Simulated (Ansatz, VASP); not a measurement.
MgO in VASP and in Ansatz

File POSCAR:

```
MgO
1.0
    0.0000000000      2.0541934342      2.0541934342
    2.0541934342      0.0000000000      2.0541934342
    2.0541934342      2.0541934342      0.0000000000
Mg O
1 1
Direct
    0.0000000000      0.0000000000      0.0000000000
    0.5000000000      0.5000000000      0.5000000000
```

INCAR.step1

```
PREC = Accurate
ENCUT = 750
ISMEAR = -1
SIGMA = 0.05
LREAL = False
LASPH = True
NELM = 120
NBANDS = 15
GGA = PE
ALGO = Normal
EDIFF = 1E-5
LWAVE = True
LCHARG = False
GGA_COMPAT = False
```

INCAR.step2

```
PREC = Accurate
ENCUT = 750
EDIFF = 1E-6
ISMEAR = -1
SIGMA = 0.05
LREAL = False
LASPH = True
NELM = 120
ALGO = Normal
ISIF = 2
LWAVE = False
LCHARG = True
METAGGA = R2SCAN
LMIXTAU = True
LELF = True
LVHAR = True
NBANDS = 15
ISTART = 1
GGA_COMPAT = False
```

Contents of KPOINTS:

```
regular mesh
0
Gamma
  11 11 11
```

Contents of input.yaml:

```yaml
crystal:
  lattice:
    - [0.0, 2.0541934342, 2.0541934342]
    - [2.0541934342, 0.0, 2.0541934342]
    - [2.0541934342, 2.0541934342, 0.0]
  atoms:
    - { symbol: Mg, position: [0.0, 0.0, 0.0] }
    - { symbol: O, position: [0.5, 0.5, 0.5] }
hamiltonian:
  xc: r2scan
  pseudopotentials: { kind: paw }
kpoints:
  mp_grid: { grid: [11, 11, 11] }
scf:
  occupations: { method: fermi_dirac, width: 0.05 }
output:
  forces: true
  stress: true
  eigenvalues: true
  write_density: true
  write_potential: true
  elf: true
  volumetric_format: npy
```

Alike in both runs: task single point; functional r2SCAN; k mesh 11 × 11 × 11; occupations fermi-dirac, width 0.05 eV; no spin polarisation.

|  | VASP | Ansatz |
| --- | --- | --- |
| version | VASP 6.6.1 | Ansatz 0.2.0 |
| potentials or method | VASP PAW PBE potentials, release 64 (Mg_sv, O) | Ansatz PAW |
| plane-wave cutoff (eV) | 750 | 500 |
| valence electrons in the cell | 16 | 16 |

```csv
,VASP,Ansatz,Ansatz less VASP
gap on the k mesh at the Fermi level (eV),6.44,6.42,-0.018
least direct gap on the mesh (eV),6.44,6.42,-0.018
pressure (GPa),13.0,13.3,+0.35
```

VASP's potentials were made for PBE, not for r2SCAN.

Noted on Ansatz's run: odd divisions of the mesh miss points on the zone boundary, where band edges often lie, so the gap on the mesh can be too wide.
